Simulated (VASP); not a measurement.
# KZnF3 (Pm-3m) in VASP: settings compared

KZnF3 is run at these levels: PBEsol, PBE; tasks: single point.

Program: VASP 6.6.1. These are calculated values, not measurements. Logs are shortened: lines on timing, memory, paths and dates and some standing lists are left out, and cuts for length are marked.

### 1 The cell of the first run

The structure is cubic, space group Pm-3m (No. 221). Conventional cell: a = 4.047 Å, b = 4.047 Å, c = 4.047 Å, α = 90.00°, β = 90.00°, γ = 90.00°. K (site symmetry m-3m) has 12 F at 2.86 Å and 8 Zn at 3.51 Å within 3.8 Å. Zn (site symmetry m-3m) has 6 F at 2.02 Å within 2.7 Å. Within 2.7 Å of F (site symmetry 4/mmm) lie 2 Zn at 2.02 Å.

### 2 Single point, PBEsol, collinear spin, zero start

Contents of INCAR:

```
ALGO = Normal
EDIFF = 1E-6
ENCUT = 600
GGA = PS
GGA_COMPAT = False
ISIF = 2
ISMEAR = -4
ISPIN = 2
LASPH = True
LCHARG = False
LORBIT = 11
LREAL = False
LWAVE = False
MAGMOM = 0 0 0 0 0
NBANDS = 33
NELM = 200
PREC = Accurate
SIGMA = 0.1
```

Contents of KPOINTS:

```
k-points
0
Gamma
  2 2 2
```

Contents of POSCAR:

```
KZnF3
1.0
    4.0474167900      0.0000000000      0.0000000000
    0.0000000000      4.0474167900      0.0000000000
    0.0000000000      0.0000000000      4.0474167900
K Zn F
1 1 3
Direct
    0.0000000000      0.0000000000      0.0000000000
    0.5000000000      0.5000000000      0.5000000000
    0.0000000000      0.5000000000      0.5000000000
    0.5000000000      0.0000000000      0.5000000000
    0.5000000000      0.5000000000      0.0000000000
```

Potentials or basis: VASP PAW PBE potentials, release 64 (K_sv, Zn, F).

Started as:

```
cat potpaw_PBE.64/K_sv/POTCAR potpaw_PBE.64/Zn/POTCAR potpaw_PBE.64/F/POTCAR > POTCAR
mpirun -np 1 vasp_std > vasp.out
```

OUTCAR:

```text
EDIFF = 1E-6
   ENCUT = 600
   GGA = PS
   ISIF = 2
   ISMEAR = -4
   ISPIN = 2
   LASPH = True
   LORBIT = 11
   LREAL = False
   NELM = 200
   PREC = Accurate

 ion  position               nearest neighbor table
   1  0.000  0.000  0.000-
   2  0.500  0.500  0.500-   3 2.02   4 2.02   5 2.02   5 2.02   4 2.02   3 2.02
   3  0.000  0.500  0.500-   2 2.02   2 2.02
   4  0.500  0.000  0.500-   2 2.02   2 2.02
   5  0.500  0.500  0.000-   2 2.02   2 2.02

  LATTYP: Found a simple cubic cell.
 ALAT       =     4.0474167900

  Lattice vectors:

 A1 = (   4.0474167900,   0.0000000000,   0.0000000000)
 A2 = (   0.0000000000,   4.0474167900,   0.0000000000)
 A3 = (   0.0000000000,   0.0000000000,   4.0474167900)

Analysis of symmetry for initial positions (statically):
=====================================================================
 Subroutine PRICEL returns:
 Original cell was already a primitive cell.

 Routine SETGRP: Setting up the symmetry group for a
 simple cubic supercell.

 Subroutine GETGRP returns: Found 48 space group operations
 (whereof 48 operations were pure point group operations)
 out of a pool of 48 trial point group operations.

The static configuration has the point symmetry O_h .

Analysis of symmetry for dynamics (positions and initial velocities):
=====================================================================
 Subroutine PRICEL returns:
 Original cell was already a primitive cell.

 Routine SETGRP: Setting up the symmetry group for a
 simple cubic supercell.

 Subroutine GETGRP returns: Found 48 space group operations
 (whereof 48 operations were pure point group operations)
 out of a pool of 48 trial point group operations.

The dynamic configuration has the point symmetry O_h .

Analysis of structural, dynamic, and magnetic symmetry:
=====================================================================
 Subroutine PRICEL returns:
 Original cell was already a primitive cell.

 Routine SETGRP: Setting up the symmetry group for a
 simple cubic supercell.

 Subroutine GETGRP returns: Found 48 space group operations
 (whereof 48 operations were pure point group operations)
 out of a pool of 48 trial point group operations.

The overall configuration has the point symmetry O_h .

 Subroutine INISYM returns: Found 48 space group operations
 (whereof 48 operations are pure point group operations),
 and found     1 'primitive' translations

----------------------------------------------------------------------------------------

                                     Primitive cell

  volume of cell :      66.3031

  direct lattice vectors                    reciprocal lattice vectors
     4.047416790  0.000000000  0.000000000     0.247071170  0.000000000  0.000000000
     0.000000000  4.047416790  0.000000000     0.000000000  0.247071170  0.000000000
     0.000000000  0.000000000  4.047416790     0.000000000  0.000000000  0.247071170

  length of vectors
     4.047416790  4.047416790  4.047416790     0.247071170  0.247071170  0.247071170

  position of ions in fractional coordinates (direct lattice)
     0.000000000  0.000000000  0.000000000
     0.500000000  0.500000000  0.500000000
     0.000000000  0.500000000  0.500000000
     0.500000000  0.000000000  0.500000000
     0.500000000  0.500000000  0.000000000

  ion indices of the primitive-cell ions
   primitive index   ion index
                 1           1
                 2           2
                 3           3
                 4           4
                 5           5

----------------------------------------------------------------------------------------

 KPOINTS: k-points

Automatic generation of k-mesh.
 Grid dimensions read from file:
 generate k-points for:    2    2    2

 Generating k-lattice:

  Cartesian coordinates                     Fractional coordinates (reciprocal lattice)
     0.123535585  0.000000000  0.000000000     0.500000000  0.000000000  0.000000000
     0.000000000  0.123535585  0.000000000     0.000000000  0.500000000  0.000000000
     0.000000000  0.000000000  0.123535585     0.000000000  0.000000000  0.500000000

  Length of vectors
     0.123535585  0.123535585  0.123535585

  Shift w.r.t. Gamma in fractional coordinates (k-lattice)
     0.000000000  0.000000000  0.000000000

 TETIRR: Found      4 inequivalent tetrahedra from       48

 Subroutine IBZKPT returns following result:
 ===========================================

 Found      4 irreducible k-points:

 Following reciprocal coordinates:
            Coordinates               Weight
  0.000000  0.000000  0.000000      1.000000
  0.500000  0.000000  0.000000      3.000000
  0.500000  0.500000  0.000000      3.000000
  0.500000  0.500000  0.500000      1.000000
   k-points           NKPTS =      4   k-points in BZ     NKDIM =      4   number of bands    NBANDS=     33
   number of dos      NEDOS =    301   number of ions     NIONS =      5
   total plane-waves  NPLWV =  32768
   dimension x,y,z NGX =    32 NGY =   32 NGZ =   32
   dimension x,y,z NGXF=    64 NGYF=   64 NGZF=   64
   ions per type =               1   1   3
   NGX,Y,Z   is equivalent  to a cutoff of  13.14, 13.14, 13.14 a.u.
   NGXF,Y,Z  is equivalent  to a cutoff of  26.29, 26.29, 26.29 a.u.
 SYSTEM =  unknown system
   PREC   = accura    normal or accurate (medium, high low for compatibility)
   ISTART =      0    job   : 0-new  1-cont  2-samecut
   ICHARG =      2    charge: 1-file 2-atom 10-const
   ISPIN  =      2    spin polarized calculation?
   LNONCOLLINEAR =      F non collinear calculations
   LSORBIT =      F    spin-orbit coupling
   LASPH  =      T    aspherical Exc in radial PAW
   ENCUT  =  600.0 eV  44.10 Ry    6.64 a.u.   8.08  8.08  8.08*2*pi/ulx,y,z
   NELM   =    200;   NELMIN=  2; NELMDL= -5     # of ELM steps
   EDIFF  = 0.1E-05   stopping-criterion for ELM
   LREAL  =      F    real-space projection
[... 7 lines left out ...]
   TEBEG  =    0.0;   TEEND  =   0.0 temperature during run
   PSTRESS=    0.0 pullay stress
   NELECT =      42.0000    total number of electrons
   NUPDOWN=      -1.0000    fix difference up-down
   EMIN   =  10.00;   EMAX   =-10.00  energy-range for DOS
   EFERMI =   0.00;   METHOD = LEGACY
   ISMEAR =    -4;   SIGMA  =   0.10  broadening in eV -4-tet -1-fermi 0-gaus
   EFERMI_NEDOS =   21; number of points for ismear=-14 and -15
   IALGO  =     38    algorithm
   IMIX   =      4    mixing-type and parameters
     AMIX     =   0.40;   BMIX     =  1.00
     AMIX_MAG =   1.60;   BMIX_MAG =  1.00
  volume/ion in A,a.u.               =      13.26        89.49
  Fermi-wavevector in a.u.,A,eV,Ry     =   1.405983  2.656922 26.895827  1.976788
  Thomas-Fermi vector in A             =   2.528389
   LORBIT       =     11    0 simple, 1 ext, 2 COOP (PROOUT), +10 PAW based schemes
   GGA     = PS    functional components
   LHFCALC =     F    Hartree Fock is set to
   AEXX    =    0.0000 exact exchange contribution
   IVDW    =     0    specifies the selected vdW correction
   LEPSILON=     F    determine dielectric tensor
   LRPA    =     F    only Hartree local field effects (RPA)
 spin polarized calculation
 Fermi weights with tetrahedron method witout Bloechl corrections
  energy-cutoff  :      600.00
  volume of cell :       66.30
 maximum number of plane-waves:      2272
   NGX = 17   NGY = 17   NGZ = 17

 number of electron      42.0000059 magnetization      -0.0000000

 number of electron      42.0000059 magnetization       0.0000000

 Free energy of the ion-electron system (eV)
  ---------------------------------------------------
  ext. energy  EPLUGINS =         0.00000000
  ---------------------------------------------------
  free energy    TOTEN  =       -21.34647626 eV

  energy without entropy =      -21.34647626  energy(sigma->0) =      -21.34647626

 E-fermi :  -0.8363     XC(G=0): -10.1474

 val. band max:       -0.8655012656   @ k =   0.5000   0.5000   0.5000
 cond. band min:       2.7835233463   @ k =   0.0000   0.0000   0.0000
 fundamental gap:      3.6490246118
 Fermi energy:        -0.8362856504

 spin component 1

 k-point     1 :       0.0000    0.0000    0.0000
  band No.  band energies     occupation
      1     -27.7678      1.00000
      2     -22.3754      1.00000
      3     -21.7279      1.00000
      4     -21.7279      1.00000
      5     -11.3258      1.00000
      6     -11.3258      1.00000
[... 25 lines left out ...]
     32      18.4666      0.00000
     33      18.4666      0.00000

 k-point     2 :       0.5000    0.0000    0.0000
  band No.  band energies     occupation
      1     -27.7441      1.00000
      2     -22.2129      1.00000
      3     -21.8800      1.00000
      4     -21.7208      1.00000
      5     -11.3214      1.00000
      6     -11.2772      1.00000
[... 25 lines left out ...]
     32      14.9580      0.00000
     33      14.9744      0.00000

 k-point     3 :       0.5000    0.5000    0.0000
  band No.  band energies     occupation
      1     -27.7272      1.00000
      2     -21.9590      1.00000
      3     -21.8960      1.00000
      4     -21.8960      1.00000
      5     -11.3953      1.00000
      6     -11.3953      1.00000
[... 25 lines left out ...]
     32      14.0485      0.00000
     33      14.0485      0.00000

 k-point     4 :       0.5000    0.5000    0.5000
  band No.  band energies     occupation
      1     -27.7156      1.00000
      2     -21.8788      1.00000
      3     -21.8788      1.00000
      4     -21.8788      1.00000
      5     -11.4953      1.00000
      6     -11.4953      1.00000
[... 25 lines left out ...]
     32      13.3831      0.00000
     33      13.3831      0.00000
 Fermi energy:        -0.8362856504

 spin component 2

 k-point     1 :       0.0000    0.0000    0.0000
  band No.  band energies     occupation
      1     -27.7678      1.00000
      2     -22.3754      1.00000
      3     -21.7279      1.00000
      4     -21.7279      1.00000
      5     -11.3258      1.00000
      6     -11.3258      1.00000
[... 25 lines left out ...]
     32      18.4666      0.00000
     33      18.4666      0.00000

 k-point     2 :       0.5000    0.0000    0.0000
  band No.  band energies     occupation
      1     -27.7441      1.00000
      2     -22.2129      1.00000
      3     -21.8800      1.00000
      4     -21.7208      1.00000
      5     -11.3214      1.00000
      6     -11.2772      1.00000
[... 25 lines left out ...]
     32      14.9580      0.00000
     33      14.9937      0.00000

 k-point     3 :       0.5000    0.5000    0.0000
  band No.  band energies     occupation
      1     -27.7272      1.00000
      2     -21.9590      1.00000
      3     -21.8960      1.00000
      4     -21.8960      1.00000
      5     -11.3953      1.00000
      6     -11.3953      1.00000
[... 25 lines left out ...]
     32      14.0485      0.00000
     33      14.0485      0.00000

 k-point     4 :       0.5000    0.5000    0.5000
  band No.  band energies     occupation
      1     -27.7156      1.00000
      2     -21.8788      1.00000
      3     -21.8788      1.00000
      4     -21.8788      1.00000
      5     -11.4953      1.00000
      6     -11.4953      1.00000
[... 25 lines left out ...]
     32      13.3831      0.00000
     33      13.3831      0.00000

------------------------ aborting loop because EDIFF is reached ----------------------------------------

  FORCE on cell =-STRESS in cart. coord.  units (eV):
  Direction    XX          YY          ZZ          XY          YZ          ZX
  --------------------------------------------------------------------------------------
  -------------------------------------------------------------------------------------
  Total        0.2677035      0.2677035      0.2677035     -0.0000000      0.0000000     -0.0000000
  in kB        6.4689061      6.4689061      6.4689061     -0.0000000      0.0000000     -0.0000000
  external PRESSURE =       6.4689061 kB  Pullay stress =       0.0000000 kB

 VOLUME and BASIS-vectors are now :
 -----------------------------------------------------------------------------
  energy-cutoff  :      600.00
  volume of cell :       66.30
      direct lattice vectors                 reciprocal lattice vectors
     4.047416790  0.000000000  0.000000000     0.247071170  0.000000000  0.000000000
     0.000000000  4.047416790  0.000000000     0.000000000  0.247071170  0.000000000
     0.000000000  0.000000000  4.047416790     0.000000000  0.000000000  0.247071170

 POSITION                                       TOTAL-FORCE (eV/Angst)
 -----------------------------------------------------------------------------------
      0.00000      0.00000      0.00000         0.000000      0.000000      0.000000
      2.02371      2.02371      2.02371         0.000000      0.000000      0.000000
      0.00000      2.02371      2.02371         0.000000      0.000000      0.000000
      2.02371      0.00000      2.02371         0.000000      0.000000      0.000000
      2.02371      2.02371      0.00000         0.000000      0.000000      0.000000
 -----------------------------------------------------------------------------------
    total drift:                                0.000000     -0.000000     -0.000000

  FREE ENERGIE OF THE ION-ELECTRON SYSTEM (eV)
  ---------------------------------------------------
  free  energy   TOTEN  =       -21.3464762593 eV

  energy  without entropy=      -21.3464762593  energy(sigma->0) =      -21.34647626

 total charge

# of ion       s       p       d       tot
------------------------------------------
    1        1.953   5.576   0.024   7.553
    2        0.355   0.380   9.953  10.687
    3        1.726   4.354   0.000   6.080
    4        1.726   4.354   0.000   6.080
    5        1.726   4.354   0.000   6.080
--------------------------------------------------
tot          7.486  19.017   9.977  36.480

 magnetization (x)

# of ion       s       p       d       tot
------------------------------------------
    1        0.000  -0.000   0.000  -0.000
    2        0.000  -0.000   0.000   0.000
    3        0.000  -0.000   0.000  -0.000
    4        0.000  -0.000   0.000  -0.000
    5        0.000  -0.000   0.000  -0.000
--------------------------------------------------
tot          0.000  -0.000   0.000  -0.000
```

It took 52 s on 1 thread of Intel Xeon 8259CL, shared host; peak memory 0.21 GiB.

What came out:

- Free energy: -21.3465 eV
- Pressure: 0.6 GPa
- Band gap on the k mesh: 3.65 eV (least direct gap 5.50 eV)
- Net moment: 0.00 μB per cell
- Valence electrons inside the program's atomic spheres: K 7.55; Zn 10.69; F 6.08

Caveat: the k points lie up to 0.78 Å⁻¹ apart; the PAW data sets were made with another functional, which shifts forces and pressure a little.

### 3 Single point, PBE

Contents of INCAR:

```
SYSTEM = KZnF3
ALGO = Normal
EDIFF = 1E-6
ENCUT = 600
GGA = PE
GGA_COMPAT = .False.
ISIF = 2
ISMEAR = 0
ISYM = 0
LASPH = .True.
LCHARG = .True.
LELF = .True.
LREAL = .False.
LVHAR = .True.
LWAVE = .False.
NBANDS = 29
NELM = 120
PREC = Accurate
SIGMA = 0.1
```

Contents of KPOINTS:

```
k-points
0
Gamma
  4 1 4
  0 0 0
```

POSCAR is that of step 2.

Potentials or basis: VASP PAW PBE potentials, release 64 (K_sv, Zn, F).

Started as:

```
cat potpaw_PBE.64/K_sv/POTCAR potpaw_PBE.64/Zn/POTCAR potpaw_PBE.64/F/POTCAR > POTCAR
mpirun -np 1 vasp_std > vasp.out
```

Run time: 35 s. Hardware: 1 thread of Intel Xeon 8259CL, shared host; peak memory 0.18 GiB.

The run converged, but its numbers aren't listed here, since they failed a check.

Caveat: the k points lie up to 1.55 Å⁻¹ apart; an odd mesh through Γ misses points on the zone boundary, where band edges can lie.

### 4 Single point, PBE

This run uses another cell than the first one, of 12.45 Å³/atom.

Contents of INCAR:

```
SYSTEM = KZnF3
PREC = Accurate ; ENCUT = 600
EDIFF = 1E-6 ; ISMEAR = 1
SIGMA = 0.001 ; LREAL = .FALSE.
LASPH = .TRUE. ; NELM = 120
ALGO = Normal ; ISIF = 2
LWAVE = .FALSE. ; LCHARG = .FALSE.
GGA = PE ; NBANDS = 29
GGA_COMPAT = .FALSE.
```

Contents of KPOINTS:

```
regular mesh
0
G
  5 5 5
  0 0 0
```

Changes to POSCAR since step 3:

```diff
@@ -2,5 +2,5 @@
 1.0
-    4.0474167900      0.0000000000      0.0000000000
-    0.0000000000      4.0474167900      0.0000000000
-    0.0000000000      0.0000000000      4.0474167900
+    3.9633868097      0.0000000000      0.0000000000
+    0.0000000000      3.9633868097      0.0000000000
+    0.0000000000      0.0000000000      3.9633868097
 K Zn F
```

Started as:

```
cat potpaw_PBE.64/K_sv/POTCAR potpaw_PBE.64/Zn/POTCAR potpaw_PBE.64/F/POTCAR > POTCAR
mpirun -np 1 vasp_std > vasp.out
```

Run time: 39 s. Hardware: 1 thread of Intel Xeon 8259CL, shared host; peak memory 0.19 GiB.

Results (log left out):

```yaml
Free_energy: -20.0493 eV
Pressure: 11.8 GPa
Band_gap_on_the_k_mesh: 4.19 eV (least direct gap 6.21 eV)
```

Levels at points of the mesh, in eV from the valence-band top:
| k point | band 17 | band 18 | band 19 | band 20 | band 21 | band 22 | band 23 | band 24 | band 25 | band 26 |
| --- | --- | --- | --- | --- | --- | --- | --- | --- | --- | --- |
| (0.00, 0.00, 0.00) | -2.28 | -2.28 | -2.02 | -2.02 | -2.02 | 4.19 | 8.63 | 8.63 | 9.80 | 11.07 |

Caveat: the cell stands under pressure; an odd mesh through Γ misses points on the zone boundary, where band edges can lie.
